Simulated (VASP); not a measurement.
Write the native input for VASP 6.6.1 that does the following.

- Task: relaxation of cell and atoms
- Functional: PBE
- Potentials or basis: VASP PAW PBE potentials, release 64 (C, N)
- Cutoff: 600 eV
- k mesh: 6 × 6 × 4
- Occupations: gaussian, width 0.1 eV
- Spin: collinear spin, ferromagnetic start
- Starting moments: [1.0, 1.0, 1.0, 1.0, 1.0] μB
- Dipole correction: no
- Further INCAR settings: ALGO = Normal; EDIFF = 1e-07; IBRION = 2; EDIFFG = -0.04; NSW = 90; ISIF = 3

The structure of C3N2 lies in POSCAR:

```
C3N2
1.0
    3.6630719200      0.0000000000      0.0000000000
   -1.8315359600      3.1723133400      0.0000000000
    0.0000000000      0.0000000000      5.8435534300
C N
3 2
Direct
    0.3333333300      0.6666666700      0.5802750000
    0.6666666700      0.3333333300      0.4197250000
    0.0000000000      0.0000000000      0.0000000000
    0.3333333300      0.6666666700      0.1648329900
    0.6666666700      0.3333333300      0.8351670100
```

The cell was generated, and may not be a known phase.

These files were run (other wordings do the same):

INCAR

```
ALGO     = Normal         # electronic algorithm
EDIFF    = 1E-7           # SCF threshold, eV
EDIFFG   = -0.04          # ionic threshold
ENCUT    = 600            # plane-wave cutoff, eV
GGA      = PE             # functional
IBRION   = 2              # ionic algorithm
ISIF     = 3              # what is computed and relaxed
ISMEAR   = 0              # smearing method
ISPIN    = 2              # spin polarisation
LASPH    = T              # aspherical terms in the spheres
LCHARG   = F              # write CHGCAR
LORBIT   = 11             # projections on sites
LREAL    = F              # projectors in reciprocal space
LWAVE    = F              # write WAVECAR
MAGMOM   = 1 1 1 1 1      # initial moments
NELM     = 150            # most SCF steps
NSW      = 90             # ionic steps
PREC     = Accurate       # precision mode
SIGMA    = 0.1            # smearing width, eV
```

KPOINTS

```
k-points
0
Gamma
  6 6 4
```

Potentials or basis: VASP PAW PBE potentials, release 64 (C, N).

Run with:

```sh
$ cat potpaw_PBE.64/C/POTCAR potpaw_PBE.64/N/POTCAR > POTCAR
$ mpirun -np 1 vasp_std > vasp.out
```

It gave:

```json
{"Relaxed volume": "5.71 Å³/atom", "Relaxed cell": "a = 2.528 Å, b = 2.528 Å, c = 5.157 Å, α = 90.00°, β = 90.00°, γ = 120.00°", "Space group after relaxing (to 0.1 Å)": "P-3m1 (No. 164)", "Energy gained by relaxing": "3691.4 meV/atom", "Ionic steps": "18", "Pressure after relaxing": "0.1 GPa", "Largest force after relaxing": "0.021 eV/Å", "Band gap on the k mesh": "1.72 eV (least direct gap 2.01 eV)", "Net moment": "0.00 μB per cell", "Valence electrons inside the program's atomic spheres": "C 2.55, 2.12 (each value once); N 3.78"}
```

Caveat: the volume moved by over 15 % at a fixed basis, so the end points are rough.

Wall time 7.8 min on 1 thread of Intel(R) Xeon(R) 6975P-C (Granite Rapids) (shared host), peak memory 0.26 GiB.
